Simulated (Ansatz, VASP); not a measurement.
## H14CO7 in VASP and in Ansatz

```xyz
22
Lattice="5.7770 0.0000 0.0000 0.0000 5.7770 0.0000 0.0000 0.0000 5.7770" Properties=species:S:1:pos:R:3 pbc="T T T"
O     0.6156    4.6939    3.0687
O     1.8294    4.4448    0.6071
O     6.0249    2.3937    1.7133
O     4.7505    2.1098    5.1932
O     2.0997    1.7340    4.2405
O     3.4617    4.2685    4.2159
O     4.1274    0.5656    2.4457
H     1.0277    4.9009    2.1961
H     1.3776    4.7339    3.6796
H     2.5220    4.5382   -0.0873
H     1.5573    3.5097    0.5857
H     6.0439    3.1551    2.3503
H     5.5397    1.6549    2.1540
H     5.1934    2.3195    6.0631
H     5.3994    1.5482    4.7340
H     2.9319    1.5590    4.7343
H     2.2054    2.6854    4.0328
H     3.8775    4.8738    3.5593
H     4.1488    3.6010    4.4749
H     2.1578    0.7537    1.9419
H     3.2090    2.3239    1.9765
C     3.1326    1.2253    2.1517
```

Alike in both runs: functional PBE; dispersion D3(BJ); k mesh 1 × 1 × 1; occupations fermi-dirac, width 0.05 eV; no spin polarisation.

Ansatz relaxed the structure, and its values are those at the end. VASP's run is a single point on that final structure, the one shown.

|  | VASP | Ansatz |
| --- | --- | --- |
| version | VASP 6.6.1 | Ansatz 0.2.0 |
| potentials or method | VASP PAW PBE potentials, release 64 (O, H, C), cutoff 520 eV | scalar-relativistic, plane waves, PAW |
| valence electrons in the cell | 60 | 60 |

VASP gave:

| Property | Result |
| --- | --- |
| gap on the k mesh at the Fermi level (eV) | 4.28 |
| rms of the force components (eV/Å) | 0.112 |

Problem. Which values does Ansatz return?

Solution. gap on the k mesh at the Fermi level (eV): 4.29; rms of the force components (eV/Å): 0.052.

Noted on VASP's run: the standard files for N, O and F lose accuracy on very short bonds.
